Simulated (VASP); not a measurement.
# InSb4 (Im-3m) in VASP: further runs, part 2 of 2

VASP 6.6.1. Earlier steps stand in the parts before.

## 3. Single point, PBE

This run uses another cell than the first one, of 33.23 Å³/atom, 1.012 times its volume.

INCAR

```
SYSTEM = InSb4
ALGO = Normal
EDIFF = 1E-7
ENCUT = 520
GGA = PE
ISIF = 2
ISMEAR = 0
LASPH = .True.
LCHARG = .False.
LREAL = .False.
LWAVE = .False.
NBANDS = 24
NELM = 100
PREC = Accurate
SIGMA = 0.1
```

KPOINTS

```
k-points
0
Gamma
  4 4 4
  0 0 0
```

POSCAR

```
InSb4
1.0
   -3.4631125100      3.4631125100      3.4631125100
    3.4631125100     -3.4631125100      3.4631125100
    3.4631125100      3.4631125100     -3.4631125100
In Sb
1 4
Direct
    0.0000000000      0.0000000000      0.0000000000
    0.5000000000      0.5000000000      0.5000000000
    0.0000000000      0.0000000000      0.5000000000
    0.0000000000      0.5000000000      0.0000000000
    0.5000000000      0.0000000000      0.0000000000
```

Potentials or basis: VASP PAW PBE potentials, release 64 (In_d, Sb).

Started as:

```bash
cat potpaw_PBE.64/In_d/POTCAR potpaw_PBE.64/Sb/POTCAR > POTCAR
mpirun -np 1 vasp_std > vasp.out
```

OUTCAR:

```text
SYSTEM = InSb4
   EDIFF = 1E-7
   ENCUT = 520
   GGA = PE
   ISIF = 2
   ISMEAR = 0
   LASPH = .True.
   LREAL = .False.
   NELM = 100
   PREC = Accurate

 ion  position               nearest neighbor table
   1  0.000  0.000  0.000-   2 3.00   3 3.00   4 3.00   5 3.00   3 3.00   4 3.00   5 3.00   2 3.00

   2  0.500  0.500  0.500-   1 3.00   1 3.00   4 3.46   5 3.46   5 3.46   4 3.46   3 3.46   3 3.46

   3  0.000  0.000  0.500-   1 3.00   1 3.00   4 3.46   5 3.46   2 3.46   4 3.46   5 3.46   2 3.46

   4  0.000  0.500  0.000-   1 3.00   1 3.00   3 3.46   5 3.46   2 3.46   3 3.46   2 3.46   5 3.46

   5  0.500  0.000  0.000-   1 3.00   1 3.00   3 3.46   4 3.46   2 3.46   2 3.46   3 3.46   4 3.46

  LATTYP: Found a body centered cubic cell.
 ALAT       =     6.9262250200

  Lattice vectors:

 A1 = (  -3.4631125100,   3.4631125100,   3.4631125100)
 A2 = (   3.4631125100,  -3.4631125100,   3.4631125100)
 A3 = (   3.4631125100,   3.4631125100,  -3.4631125100)

Analysis of symmetry for initial positions (statically):
=====================================================================
 Subroutine PRICEL returns:
 Original cell was already a primitive cell.

 Routine SETGRP: Setting up the symmetry group for a
 body centered cubic supercell.

 Subroutine GETGRP returns: Found 48 space group operations
 (whereof 48 operations were pure point group operations)
 out of a pool of 48 trial point group operations.

The static configuration has the point symmetry O_h .

Analysis of symmetry for dynamics (positions and initial velocities):
=====================================================================
 Subroutine PRICEL returns:
 Original cell was already a primitive cell.

 Routine SETGRP: Setting up the symmetry group for a
 body centered cubic supercell.

 Subroutine GETGRP returns: Found 48 space group operations
 (whereof 48 operations were pure point group operations)
[... 110 lines left out ...]
     AMIX     =   0.40;   BMIX     =  1.00
     AMIX_MAG =   1.60;   BMIX_MAG =  1.00
  volume/ion in A,a.u.               =      33.23       224.23
  Fermi-wavevector in a.u.,A,eV,Ry     =   0.955197  1.805060 12.413969  0.912401
  Thomas-Fermi vector in A             =   2.084013
   LORBIT       =      0    0 simple, 1 ext, 2 COOP (PROOUT), +10 PAW based schemes
   GGA     = PE    functional components
   LHFCALC =     F    Hartree Fock is set to
   AEXX    =    0.0000 exact exchange contribution
   IVDW    =     0    specifies the selected vdW correction
   LEPSILON=     F    determine dielectric tensor
   LRPA    =     F    only Hartree local field effects (RPA)
 non-spin polarized calculation
 Gauss-broadening in eV      SIGMA  =   0.10
  energy-cutoff  :      520.00
  volume of cell :      166.13
 maximum number of plane-waves:      4508
 NGX is ok and might be reduce to    48
   NGX = 23   NGY = 23   NGZ = 23

 number of electron      33.0000006 magnetization

 Free energy of the ion-electron system (eV)
  ---------------------------------------------------
  ext. energy  EPLUGINS =         0.00000000
  ---------------------------------------------------
  free energy    TOTEN  =       -17.44604991 eV

  energy without entropy =      -17.43541393  energy(sigma->0) =      -17.44073192

 E-fermi :   5.6981     XC(G=0):  -9.0710

 val. band max:        5.5970357127   @ k =   0.2500   0.2500   0.0000
 cond. band min:       5.7755225688   @ k =   0.5000   0.0000   0.0000
 fundamental gap:      0.1784868560
 Fermi energy:         5.6980990021

 k-point     1 :       0.0000    0.0000    0.0000
  band No.  band energies     occupation
      1      -9.1044      2.00000
      2      -9.1044      2.00000
      3      -9.1044      2.00000
      4      -9.0017      2.00000
      5      -9.0017      2.00000
      6      -5.7530      2.00000
[... 205 lines left out ...]
     23       8.8761      0.00000
     24       8.8761      0.00000

------------------------ aborting loop because EDIFF is reached ----------------------------------------

  FORCE on cell =-STRESS in cart. coord.  units (eV):
  Direction    XX          YY          ZZ          XY          YZ          ZX
  --------------------------------------------------------------------------------------
  -------------------------------------------------------------------------------------
  Total       -0.4797683     -0.4797683     -0.4797683      0.0000000     -0.0000000      0.0000000
  in kB       -4.6268170     -4.6268170     -4.6268170      0.0000000     -0.0000000      0.0000000
  external PRESSURE =      -4.6268170 kB  Pullay stress =       0.0000000 kB

 VOLUME and BASIS-vectors are now :
 -----------------------------------------------------------------------------
  energy-cutoff  :      520.00
  volume of cell :      166.13
      direct lattice vectors                 reciprocal lattice vectors
    -3.463112510  3.463112510  3.463112510     0.000000000  0.144378792  0.144378792
     3.463112510 -3.463112510  3.463112510     0.144378792  0.000000000  0.144378792
     3.463112510  3.463112510 -3.463112510     0.144378792  0.144378792  0.000000000

 POSITION                                       TOTAL-FORCE (eV/Angst)
 -----------------------------------------------------------------------------------
      0.00000      0.00000      0.00000         0.000000      0.000000     -0.000000
      1.73156      1.73156      1.73156         0.000000     -0.000000      0.000000
      1.73156      1.73156     -1.73156        -0.000000      0.000000     -0.000000
      1.73156     -1.73156      1.73156        -0.000000     -0.000000     -0.000000
     -1.73156      1.73156      1.73156         0.000000     -0.000000     -0.000000
 -----------------------------------------------------------------------------------
    total drift:                                0.000000      0.000000     -0.000000

  FREE ENERGIE OF THE ION-ELECTRON SYSTEM (eV)
  ---------------------------------------------------
  free  energy   TOTEN  =       -17.4460499071 eV

  energy  without entropy=      -17.4354139344  energy(sigma->0) =      -17.44073192
```

stdout:

```text
POSCAR found type information on POSCAR InSb
 POSCAR found :  2 types and       5 ions
 scaLAPACK will be used
 LDA part: xc-table for (Slater+PW92), standard interpolation
 POSCAR, INCAR and KPOINTS ok, starting setup
 FFT: planning ... GRIDC
 FFT: planning ... GRID_SOFT
 FFT: planning ... GRID
 WAVECAR not read
 entering main loop
```

Run time: 35 s. Hardware: 1 thread of AMD EPYC 7R13 (Zen 3), shared host; peak memory 0.28 GiB.

What came out:

- Free energy: -17.4460 eV
- Pressure: -0.5 GPa

Levels at points of the mesh, in eV from the Fermi level:
```
           k point  band 13  band 14  band 15  band 16  band 17  band 18  band 19  band 20
(0.00, 0.00, 0.00)    -3.20    -2.72    -2.72    -2.72     1.50     1.50     1.50     2.57
(0.50, 0.00, 0.00)    -1.90    -1.18    -1.16    -1.13    -0.27     0.08     0.35     1.92
(0.50, 0.50, 0.50)    -1.67    -1.67    -1.67     2.18     2.18     2.18     2.79     2.79
```

Caveat: spin-orbit coupling is left out, which moves the levels of the heavy elements.

## 4. Relaxation of cell and atoms, PBE

This run uses another cell than the first one, of 33.23 Å³/atom, 1.012 times its volume.

INCAR

```
SYSTEM = InSb4
ALGO = Normal
EDIFF = 1E-7
EDIFFG = -0.04
ENCUT = 600
GGA = PE
IBRION = 2
ISIF = 3
ISMEAR = 0
LASPH = .True.
LCHARG = .False.
LREAL = .False.
LWAVE = .False.
NELM = 60
NSW = 90
PREC = Accurate
SIGMA = 0.1
```

KPOINTS is that of step 3.

POSCAR is that of step 3.

Started as:

```bash
cat potpaw_PBE.64/In_d/POTCAR potpaw_PBE.64/Sb/POTCAR > POTCAR
mpirun -np 1 vasp_std > vasp.out
```

It took 2.3 min on 1 thread of AMD EPYC 7R13 (Zen 3), shared host; peak memory 0.31 GiB.

Results (log left out):

* Free energy: -17.4154 eV
* Relaxed volume: 32.78 Å³/atom
* Relaxed cell: a = 5.971 Å, b = 5.971 Å, c = 5.971 Å, α = 109.47°, β = 109.47°, γ = 109.47°
* Space group after relaxing (to 0.05 Å): Im-3m (No. 229)
* Energy gained by relaxing: 0.4 meV/atom
* Ionic steps: 2
* Pressure after relaxing: 0.2 GPa

Step by step:
```csv
step,energy change (eV),largest force (eV/Å),pressure (GPa),volume (Å³)
1,0.0000,0.0000,-0.45,166.13
2,-0.0021,0.0000,0.16,163.89
```

Final structure:
```cif
data_structure
_symmetry_space_group_name_H-M 'P 1'
_symmetry_Int_Tables_number 1
_cell_length_a 5.9711
_cell_length_b 5.9711
_cell_length_c 5.9711
_cell_angle_alpha 109.471
_cell_angle_beta 109.471
_cell_angle_gamma 109.471
_cell_volume 163.89
loop_
_atom_site_label
_atom_site_type_symbol
_atom_site_fract_x
_atom_site_fract_y
_atom_site_fract_z
_atom_site_occupancy
In1 In 0.00000 0.00000 0.00000 1
Sb1 Sb 0.50000 0.50000 0.50000 1
Sb2 Sb 0.00000 0.00000 0.50000 1
Sb3 Sb 0.00000 0.50000 0.00000 1
Sb4 Sb 0.50000 0.00000 0.00000 1
```

Levels at points of the mesh, in eV from the Fermi level:
| k point | band 14 | band 15 | band 16 | band 17 | band 18 | band 19 |
| --- | --- | --- | --- | --- | --- | --- |
| (0.00, 0.00, 0.00) | -2.80 | -2.80 | -2.80 | 1.49 | 1.49 | 1.49 |
| (0.50, 0.00, 0.00) | -1.24 | -1.19 | -1.18 | -0.30 | 0.04 | 0.33 |
| (0.50, 0.50, 0.50) | -1.73 | -1.73 | 2.15 | 2.15 | 2.15 | 2.81 |

Caveat: the bands computed are all filled at some k points, so no gap is given; spin-orbit coupling is left out, which moves the levels of the heavy elements.

## 5. Summary

```csv
task,cell,cutoff (eV),gap on the mesh (eV),pressure (GPa)
single point,"a = 5.974 Å, angles 109.5°, 5 atoms",520,none,0.1
single point,"a = 5.998 Å, angles 109.5°, 5 atoms",520,none,-0.5
relaxation of cell and atoms,"relaxed from a = 5.998 Å, angles 109.5°, 5 atoms",600,-,0.2
```

Alike in all rows: level PBE; potentials or basis VASP PAW PBE potentials, release 64 (In_d, Sb); no spin polarisation; k mesh 4 × 4 × 4; smearing gaussian 0.1 eV.

Caveats: spin-orbit coupling is left out, which moves the levels of the heavy elements; the bands computed are all filled at some k points, so no gap is given (some runs).

Absolute energies hang on the potentials; compare differences alone.
